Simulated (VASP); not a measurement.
# Os (Pm-3m) in VASP: single point with PBE

Aim: the single point of Os with PBE.

Program: VASP 6.6.1. These are calculated values, not measurements. Logs are shortened: lines on timing, memory, paths and dates and some standing lists are left out, and cuts for length are marked.

**1. The cell of the first run**

Symmetry: Pm-3m, No. 221, cubic system. Conventional cell: a = 3.630 Å, b = 3.630 Å, c = 3.630 Å, α = 90.00°, β = 90.00°, γ = 90.00°. Os (site symmetry 4/mmm) has 8 Os at 2.57 Å within 3.4 Å.

**2. Single point, PBE**

Input file INCAR:

```
  ALGO = Normal
  EDIFF = 1E-6
  ENCUT = 520
  GGA = PE
  ISIF = 2
  ISMEAR = 0
  LASPH = True
  LCHARG = True
  LELF = True
  LREAL = False
  LVHAR = True
  LWAVE = False
  NBANDS = 19
  NELM = 80
  PREC = Accurate
  SIGMA = 0.1
```

Input file KPOINTS:

```
k-points
0
Gamma
  6 6 6
```

Input file POSCAR:

```
Os
1.0
    3.6295713900      0.0000000000      0.0000000000
    0.0000000000      3.6295713900      0.0000000000
    0.0000000000      0.0000000000      3.6295713900
Os
3
Direct
    0.5000000000      0.0000000000      0.0000000000
    0.0000000000      0.5000000000      0.0000000000
    0.0000000000      0.0000000000      0.5000000000
```

Potentials or basis: VASP PAW PBE potentials, release 64 (Os).

Launch:

```sh
> cat potpaw_PBE.64/Os/POTCAR > POTCAR
> mpirun -np 1 vasp_std > vasp.out
```

OUTCAR:

```text
EDIFF = 1E-6
   ENCUT = 520
   GGA = PE
   ISIF = 2
   ISMEAR = 0
   LASPH = True
   LREAL = False
   NELM = 80
   PREC = Accurate

 ion  position               nearest neighbor table
   1  0.500  0.000  0.000-   2 2.57   3 2.57   3 2.57   2 2.57   2 2.57   3 2.57   3 2.57   2 2.57

   2  0.000  0.500  0.000-   1 2.57   3 2.57   3 2.57   1 2.57   3 2.57   3 2.57   1 2.57   1 2.57

   3  0.000  0.000  0.500-   1 2.57   2 2.57   1 2.57   2 2.57   2 2.57   2 2.57   1 2.57   1 2.57

  LATTYP: Found a simple cubic cell.
 ALAT       =     3.6295713900

  Lattice vectors:

 A1 = (   3.6295713900,   0.0000000000,   0.0000000000)
 A2 = (   0.0000000000,   3.6295713900,   0.0000000000)
 A3 = (   0.0000000000,   0.0000000000,   3.6295713900)

Analysis of symmetry for initial positions (statically):
=====================================================================
 Subroutine PRICEL returns:
 Original cell was already a primitive cell.

 Routine SETGRP: Setting up the symmetry group for a
 simple cubic supercell.

 Subroutine GETGRP returns: Found 48 space group operations
 (whereof 48 operations were pure point group operations)
 out of a pool of 48 trial point group operations.

The static configuration has the point symmetry O_h .

Analysis of symmetry for dynamics (positions and initial velocities):
=====================================================================
 Subroutine PRICEL returns:
 Original cell was already a primitive cell.

 Routine SETGRP: Setting up the symmetry group for a
 simple cubic supercell.

 Subroutine GETGRP returns: Found 48 space group operations
 (whereof 48 operations were pure point group operations)
 out of a pool of 48 trial point group operations.

The dynamic configuration has the point symmetry O_h .

 Subroutine INISYM returns: Found 48 space group operations
 (whereof 48 operations are pure point group operations),
 and found     1 'primitive' translations

----------------------------------------------------------------------------------------

                                     Primitive cell

  volume of cell :      47.8152

  direct lattice vectors                    reciprocal lattice vectors
     3.629571390  0.000000000  0.000000000     0.275514625  0.000000000  0.000000000
     0.000000000  3.629571390  0.000000000     0.000000000  0.275514625  0.000000000
     0.000000000  0.000000000  3.629571390     0.000000000  0.000000000  0.275514625

  length of vectors
     3.629571390  3.629571390  3.629571390     0.275514625  0.275514625  0.275514625

  position of ions in fractional coordinates (direct lattice)
     0.500000000  0.000000000  0.000000000
     0.000000000  0.500000000  0.000000000
     0.000000000  0.000000000  0.500000000

  ion indices of the primitive-cell ions
   primitive index   ion index
                 1           1
                 2           2
                 3           3

----------------------------------------------------------------------------------------

 KPOINTS: k-points

Automatic generation of k-mesh.
 Grid dimensions read from file:
 generate k-points for:    6    6    6

 Generating k-lattice:

  Cartesian coordinates                     Fractional coordinates (reciprocal lattice)
     0.045919104  0.000000000  0.000000000     0.166666667  0.000000000  0.000000000
     0.000000000  0.045919104  0.000000000     0.000000000  0.166666667  0.000000000
     0.000000000  0.000000000  0.045919104     0.000000000  0.000000000  0.166666667

  Length of vectors
     0.045919104  0.045919104  0.045919104

  Shift w.r.t. Gamma in fractional coordinates (k-lattice)
     0.000000000  0.000000000  0.000000000

 Subroutine IBZKPT returns following result:
 ===========================================

 Found     20 irreducible k-points:

 Following reciprocal coordinates:
            Coordinates               Weight
  0.000000  0.000000  0.000000      1.000000
  0.166667  0.000000  0.000000      6.000000
  0.333333  0.000000  0.000000      6.000000
  0.500000  0.000000  0.000000      3.000000
  0.166667  0.166667  0.000000     12.000000
  0.333333  0.166667  0.000000     24.000000
[... 12 lines left out ...]
  0.500000  0.500000  0.333333      6.000000
  0.500000  0.500000  0.500000      1.000000
   k-points           NKPTS =     20   k-points in BZ     NKDIM =     20   number of bands    NBANDS=     19
   number of dos      NEDOS =    301   number of ions     NIONS =      3
   total plane-waves  NPLWV =  21952
   dimension x,y,z NGX =    28 NGY =   28 NGZ =   28
   dimension x,y,z NGXF=    56 NGYF=   56 NGZF=   56
   ions per type =               3
   NGX,Y,Z   is equivalent  to a cutoff of  12.82, 12.82, 12.82 a.u.
   NGXF,Y,Z  is equivalent  to a cutoff of  25.65, 25.65, 25.65 a.u.
 SYSTEM =  unknown system
   PREC   = accura    normal or accurate (medium, high low for compatibility)
   ISTART =      0    job   : 0-new  1-cont  2-samecut
   ICHARG =      2    charge: 1-file 2-atom 10-const
   ISPIN  =      1    spin polarized calculation?
   LNONCOLLINEAR =      F non collinear calculations
   LSORBIT =      F    spin-orbit coupling
   LASPH  =      T    aspherical Exc in radial PAW
   ENCUT  =  520.0 eV  38.22 Ry    6.18 a.u.   6.75  6.75  6.75*2*pi/ulx,y,z
   NELM   =     80;   NELMIN=  2; NELMDL= -5     # of ELM steps
   EDIFF  = 0.1E-05   stopping-criterion for ELM
   LREAL  =      F    real-space projection
   EDIFFG = 0.1E-04   stopping-criterion for IOM
   NSW    =      0    number of steps for IOM
   IBRION =     -1    ionic relax: 0-MD 1-quasi-New 2-CG
   NFREE  =      0    steps in history (QN), initial steepest desc. (CG)
   ISIF   =      2    stress and relaxation
   ISYM   =      2    0-nonsym 1-usesym 2-fastsym
   POTIM  = 0.5000    time-step for ionic-motion
   TEBEG  =    0.0;   TEEND  =   0.0 temperature during run
   PSTRESS=    0.0 pullay stress
   NELECT =      24.0000    total number of electrons
   NUPDOWN=      -1.0000    fix difference up-down
   EMIN   =  10.00;   EMAX   =-10.00  energy-range for DOS
   EFERMI =   0.00;   METHOD = LEGACY
   ISMEAR =     0;   SIGMA  =   0.10  broadening in eV -4-tet -1-fermi 0-gaus
   EFERMI_NEDOS =   21; number of points for ismear=-14 and -15
   IALGO  =     38    algorithm
   IMIX   =      4    mixing-type and parameters
     AMIX     =   0.40;   BMIX     =  1.00
     AMIX_MAG =   1.60;   BMIX_MAG =  1.00
  volume/ion in A,a.u.               =      15.94       107.56
  Fermi-wavevector in a.u.,A,eV,Ry     =   1.301038  2.458605 23.030572  1.692699
  Thomas-Fermi vector in A             =   2.432198
   LORBIT       =      0    0 simple, 1 ext, 2 COOP (PROOUT), +10 PAW based schemes
   GGA     = PE    functional components
   LHFCALC =     F    Hartree Fock is set to
   AEXX    =    0.0000 exact exchange contribution
   IVDW    =     0    specifies the selected vdW correction
   LEPSILON=     F    determine dielectric tensor
   LRPA    =     F    only Hartree local field effects (RPA)
 non-spin polarized calculation
 Gauss-broadening in eV      SIGMA  =   0.10
  energy-cutoff  :      520.00
  volume of cell :       47.82
 maximum number of plane-waves:      1328
 NGX is ok and might be reduce to    28
   NGX = 13   NGY = 13   NGZ = 13

 number of electron      24.0000004 magnetization

 Free energy of the ion-electron system (eV)
  ---------------------------------------------------
  ext. energy  EPLUGINS =         0.00000000
  ---------------------------------------------------
  free energy    TOTEN  =       -29.77728521 eV

  energy without entropy =      -29.75354353  energy(sigma->0) =      -29.76541437

 E-fermi :   7.6198     XC(G=0): -13.0432

 val. band max:        7.6192907614   @ k =   0.1667   0.1667   0.0000
 cond. band min:       7.6340666569   @ k =   0.3333   0.0000   0.0000
 fundamental gap:      0.0147758955
 Fermi energy:         7.6198461775

 k-point     1 :       0.0000    0.0000    0.0000
  band No.  band energies     occupation
      1      -2.7593      2.00000
      2      -0.1222      2.00000
      3       1.2617      2.00000
      4       1.2617      2.00000
      5       1.2617      2.00000
      6       1.8624      2.00000
[... 11 lines left out ...]
     18      12.1447      0.00000
     19      12.1447      0.00000

 k-point     2 :       0.1667    0.0000    0.0000
  band No.  band energies     occupation
      1      -2.3012      2.00000
      2       0.2280      2.00000
      3       1.3757      2.00000
      4       1.6070      2.00000
      5       1.6070      2.00000
      6       1.9307      2.00000
[... 11 lines left out ...]
     18      14.4428      0.00000
     19      14.4428      0.00000

 k-point     3 :       0.3333    0.0000    0.0000
  band No.  band energies     occupation
      1      -1.1458      2.00000
      2       1.0581      2.00000
      3       1.6320      2.00000
      4       2.1727      2.00000
      5       2.5842      2.00000
      6       2.5842      2.00000
[... 11 lines left out ...]
     18      16.7085      0.00000
     19      16.7085      0.00000

 k-point     4 :       0.5000    0.0000    0.0000
  band No.  band energies     occupation
      1      -0.3384      2.00000
      2       1.5059      2.00000
      3       1.7792      2.00000
      4       2.5296      2.00000
      5       3.6314      2.00000
      6       3.6314      2.00000
[... 319 lines left out ...]
     18      13.1266      0.00000
     19      13.6195      0.00000

 k-point    19 :       0.5000    0.5000    0.3333
  band No.  band energies     occupation
      1       0.7951      2.00000
      2       0.7951      2.00000
      3       0.8547      2.00000
      4       1.4045      2.00000
      5       4.3283      2.00000
      6       4.3283      2.00000
[... 11 lines left out ...]
     18      12.4948      0.00000
     19      12.4948      0.00000

 k-point    20 :       0.5000    0.5000    0.5000
  band No.  band energies     occupation
      1       0.5306      2.00000
      2       0.5306      2.00000
      3       0.5306      2.00000
      4       1.0908      2.00000
      5       4.4042      2.00000
      6       4.4042      2.00000
[... 11 lines left out ...]
     18      11.3017      0.00000
     19      11.3017      0.00000

------------------------ aborting loop because EDIFF is reached ----------------------------------------

  FORCE on cell =-STRESS in cart. coord.  units (eV):
  Direction    XX          YY          ZZ          XY          YZ          ZX
  --------------------------------------------------------------------------------------
  -------------------------------------------------------------------------------------
  Total        7.1859008      7.1859008      7.1859008     -0.0000000     -0.0000000      0.0000000
  in kB      240.7829724    240.7829724    240.7829724     -0.0000000     -0.0000000      0.0000000
  external PRESSURE =     240.7829724 kB  Pullay stress =       0.0000000 kB

 VOLUME and BASIS-vectors are now :
 -----------------------------------------------------------------------------
  energy-cutoff  :      520.00
  volume of cell :       47.82
      direct lattice vectors                 reciprocal lattice vectors
     3.629571390  0.000000000  0.000000000     0.275514625  0.000000000  0.000000000
     0.000000000  3.629571390  0.000000000     0.000000000  0.275514625  0.000000000
     0.000000000  0.000000000  3.629571390     0.000000000  0.000000000  0.275514625

 POSITION                                       TOTAL-FORCE (eV/Angst)
 -----------------------------------------------------------------------------------
      1.81479      0.00000      0.00000         0.000000      0.000000      0.000000
      0.00000      1.81479      0.00000         0.000000      0.000000      0.000000
      0.00000      0.00000      1.81479         0.000000      0.000000      0.000000
 -----------------------------------------------------------------------------------
    total drift:                               -0.000000      0.000000     -0.000000

  FREE ENERGIE OF THE ION-ELECTRON SYSTEM (eV)
  ---------------------------------------------------
  free  energy   TOTEN  =       -29.7772852143 eV

  energy  without entropy=      -29.7535435264  energy(sigma->0) =      -29.76541437
```

It took 23 s on 1 thread of Intel Xeon 8259CL, shared host; peak memory 0.16 GiB.

Results:

| Quantity | Value |
| --- | --- |
| Free energy | -29.7773 eV |
| Pressure | 24.1 GPa |
| Band gap on the k mesh | zero (band 12 reaches 9.50 eV, above the bottom of band 13 at 6.59 eV) |

Caveat: spin-orbit coupling is left out, which moves the levels of the heavy elements.
